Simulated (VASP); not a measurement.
Wanted: the native input for a VASP 6.6.1 run.

| Property | Result |
| --- | --- |
| Task | single point |
| Functional | r2SCAN |
| Potentials or basis | VASP PAW PBE potentials, release 64 (Tl_d) |
| Cutoff | 520 eV |
| k mesh | 9 × 9 × 5 |
| Occupations | fermi-dirac, width 0.05 eV |
| Spin | no spin polarisation |
| Dipole correction | no |
| Further INCAR settings | ALGO = Normal; EDIFF = 1e-06; NBANDS = 20 |

The system is Tl.

```
Tl
1.0
     3.47889    0.00000    0.00000
    -1.73944    3.01281    0.00000
     0.00000    0.00000    5.56159
Tl
2
Direct
  0.66667 0.33333 0.75000
  0.33333 0.66667 0.25000
```

These files were run (other wordings do the same):

POSCAR

```
Tl
1.0
    3.4788880842      0.0000000000      0.0000000000
   -1.7394440421      3.0128054579      0.0000000000
    0.0000000000      0.0000000000      5.5615904703
Tl
2
Direct
    0.6666666667      0.3333333333      0.7500000000
    0.3333333333      0.6666666667      0.2500000000
```

INCAR.step1

```
  ALGO = Normal
  EDIFF = 1E-4
  ENCUT = 520
  GGA = PE
  ISMEAR = -1
  LASPH = True
  LCHARG = False
  LREAL = False
  LWAVE = True
  NBANDS = 20
  NELM = 80
  PREC = Accurate
  SIGMA = 0.05
```

INCAR.step2

```
  ALGO = Normal
  EDIFF = 1E-6
  ENCUT = 520
  ISIF = 2
  ISMEAR = -1
  ISTART = 1
  LASPH = True
  LCHARG = False
  LMIXTAU = True
  LREAL = False
  LWAVE = False
  METAGGA = R2SCAN
  NBANDS = 20
  NELM = 80
  PREC = Accurate
  SIGMA = 0.05
```

KPOINTS

```
k-points
0
Gamma
  9 9 5
```

Potentials or basis: VASP PAW PBE potentials, release 64 (Tl_d).

Run with:

```console
$ cat potpaw_PBE.64/Tl_d/POTCAR > POTCAR
$ cp INCAR.step1 INCAR
$ mpirun -np 1 vasp_std > vasp.out
$ cp INCAR.step2 INCAR
$ mpirun -np 1 vasp_std > vasp.out
```

Results of the run:

```yaml
Pressure: 1.3 GPa
Band_gap_on_the_k_mesh: zero (bands 13 and 14 overlap by 3.68 eV)
```

Caveat: the PAW data sets were made with another functional, which shifts forces and pressure a little; spin-orbit coupling is left out, which moves the levels of the heavy elements.

It took 62 s on 1 thread of Intel(R) Xeon(R) 6975P-C (Granite Rapids), on a shared host, peak memory 0.2 GiB.
